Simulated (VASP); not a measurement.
Write the native input for VASP 6.6.1 that does the following.

```yaml
Task: single point
Functional: PBE
Potentials_or_basis: VASP PAW PBE potentials, release 64 (Pt)
Cutoff: 520 eV
k_mesh: 9 × 9 × 9
Occupations: fermi-dirac, width 0.05 eV
Spin: non-collinear spin, zero start, spin-orbit coupling
Starting_moments: "[[0.0, 0.0, 0.0]] μB"
Dipole_correction: no
Further_INCAR_settings: ALGO = Normal; EDIFF = 1e-06; NBANDS = 21
```

The structure of Pt lies in POSCAR:

```
Pt
1.0
    0.0000000000      1.9609000000      1.9609000000
    1.9609000000      0.0000000000      1.9609000000
    1.9609000000      1.9609000000      0.0000000000
Pt
1
Direct
    0.0000000000      0.0000000000      0.0000000000
```

These files were run (other wordings do the same):

INCAR

```
  PREC = Accurate
  ENCUT = 520
  EDIFF = 1E-6
  ISMEAR = -1
  SIGMA = 0.05
  LREAL = F
  LASPH = T
  NELM = 150
  ALGO = Normal
  ISIF = 2
  LWAVE = F
  LCHARG = F
  MAGMOM = 0 0 0
  LORBIT = 11
  LSORBIT = T
  GGA_COMPAT = F
  LORBMOM = T
  LMAXMIX = 4
  GGA = PE
  NBANDS = 21
```

KPOINTS

```
regular mesh
0
Gamma
  9 9 9
```

Potentials or basis: VASP PAW PBE potentials, release 64 (Pt).

The run is started by

```console
$ cat potpaw_PBE.64/Pt/POTCAR > POTCAR
$ mpirun -np 1 vasp_ncl > vasp.out
```

Results of the run:

The pressure is 9.7 GPa and the net moment is 0.00 μB per cell. The valence electrons inside the program's atomic spheres are Pt 9.30.

Wall time 16 s on 1 thread of Intel(R) Xeon(R) Platinum 8488C (Sapphire Rapids), with other jobs on the host, peak memory 0.19 GiB.
